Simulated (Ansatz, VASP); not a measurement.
**One calculation of Os, two programs**

POSCAR

```
Os
1.0
    2.7015321000      0.0000000000      0.0000000000
   -1.3507660500      2.3395922600      0.0000000000
    0.0000000000      0.0000000000      4.2595743000
Os
2
Direct
    0.3333000000      0.6667000000      0.2500000000
    0.6666000000      0.3333000000      0.7500000000
```

File INCAR.step1:

```
PREC = Accurate
ENCUT = 520
ISMEAR = -1
SIGMA = 0.1
LREAL = F
LASPH = T
NELM = 80
NBANDS = 15
GGA = PE
ALGO = Normal
EDIFF = 1E-4
LWAVE = T
LCHARG = F
```

File INCAR.step2:

```
PREC = Accurate
ENCUT = 520
EDIFF = 1E-6
ISMEAR = -1
SIGMA = 0.1
LREAL = F
LASPH = T
NELM = 80
ALGO = Normal
ISIF = 2
LWAVE = F
LCHARG = F
METAGGA = R2SCAN
LMIXTAU = T
NBANDS = 15
ISTART = 1
```

Contents of KPOINTS:

```
Automatic mesh
0
Gamma
  14 14 8
```

Input for Ansatz:

```yaml
crystal:
  lattice:
    - [2.7015321, 0.0, 0.0]
    - [-1.35076605, 2.33959226, 0.0]
    - [0.0, 0.0, 4.2595743]
  atoms:
    - { symbol: Os, position: [0.3333, 0.6667, 0.25] }
    - { symbol: Os, position: [0.6666, 0.3333, 0.75] }
  symmetry: { tolerance: 0.0003 }
kpoints:
  mp_grid: { grid: [14, 14, 8], shift: [0, 0, 0] }
  band_path:
    path:
      - [0.0, 0.0, 0.0]
      - [0.50000025, -3.4e-07, 0.0]
      - [0.3333335, 0.33333283, 0.0]
      - [0.0, 0.0, 0.0]
      - [0.0, 0.0, 0.5]
      - [0.50000025, -3.4e-07, 0.5]
      - [0.3333335, 0.33333283, 0.5]
      - [0.0, 0.0, 0.5]
      - [0.50000025, -3.4e-07, 0.5]
      - [0.50000025, -3.4e-07, 0.0]
      - [0.3333335, 0.33333283, 0.5]
    npoints: 6
magnetization:
  spin_polarized: false
scf:
  occupations: { method: fermi_dirac }
  lower_state_search: "off"
  max_iter: 200
hamiltonian:
  pseudopotentials: { kind: paw }
  xc: r2scan
basis:
  ecutwfc: 500
  fft_grid_basis: typed
output:
  forces: true
  stress: true
  eigenvalues: true
  bader: true
  populations: true
  elf: true
  write_potential: true
  volumetric_format: npy
  dos:
    e_range: [-12, 8]
    de: 0.05
    projected: { site_lists: { Os: [Os] } }
checkpoint:
  read: saved_state
```

Alike in both runs: task single point; functional r2SCAN; k mesh 14 × 14 × 8; no spin polarisation.

|  | VASP | Ansatz |
| --- | --- | --- |
| version | VASP 6.6.1 | Ansatz 0.2.0 |
| potentials or method | VASP PAW PBE potentials, release 64 (Os), cutoff 520 eV | PAW plane waves |
| occupations | fermi-dirac, width 0.1 eV | fermi-dirac |
| valence electrons in the cell | 16 | 32 |

|  | VASP | Ansatz | Ansatz less VASP |
| --- | --- | --- | --- |
| pressure (GPa) | 20.8 | 19.2 | -1.58 |
| traceless stress, the component that is largest in VASP (GPa) | 0.73 | 0.70 | -0.030 |

VASP's potentials were made for PBE, not for r2SCAN. VASP's potentials hold 16 valence electrons a cell and Ansatz's 32, so a difference there can come from the potentials and not from the codes. Ansatz's warnings: structure snapped to symmetry.

Spin-orbit coupling is off throughout.
